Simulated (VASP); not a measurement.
Here is a VASP 6.6.1 calculation.

The input INCAR:

```
  PREC = Accurate
  ENCUT = 520
  EDIFF = 1E-6
  ISMEAR = 0
  SIGMA = 0.1
  LREAL = F
  LASPH = T
  NELM = 80
  ALGO = Normal
  ISIF = 2
  LWAVE = F
  LCHARG = F
  GGA = PS
  NBANDS = 36
  ISYM = 0
```

File KPOINTS:

```
Automatic mesh
0
Gamma
  6 6 10
  0.5 0.5 0.5
```

File POSCAR:

```
TiO
1.0
    4.9890877720      0.0000000000      0.0000000000
   -2.4945438860      4.3206767523      0.0000000000
    0.0000000000      0.0000000000      2.8733134400
Ti O
3 3
Direct
    0.6666666667      0.3333333333      0.5000000000
    0.3333333333      0.6666666667      0.5000000000
    0.0000000000      0.0000000000      0.0000000000
    0.6055592400      0.6055592400      0.0000000000
    0.3944407600      0.0000000000      0.0000000000
    0.0000000000      0.3944407600      0.0000000000
```

Potentials or basis: VASP PAW PBE potentials, release 64 (Ti_sv, O).

Launch:

```sh
$ cat potpaw_PBE.64/Ti_sv/POTCAR potpaw_PBE.64/O/POTCAR > POTCAR
$ mpirun -np 1 vasp_std > vasp.out
```

Task: Predict the pressure.

Result: -5.1 GPa.

Task: What does it give for the largest force?

Result: 0.015 eV/Å.

Forces on the atoms (eV/Å):
```
Ti   0.000  0.000  0.000
Ti   0.000  0.000  0.000
Ti   0.000  0.000  0.000
O    0.008  0.013  0.000
O   -0.015  0.000  0.000
O    0.008 -0.013  0.000
```

Caveat: the cell stands under tension; the PAW data sets were made with another functional, which shifts forces and pressure a little.
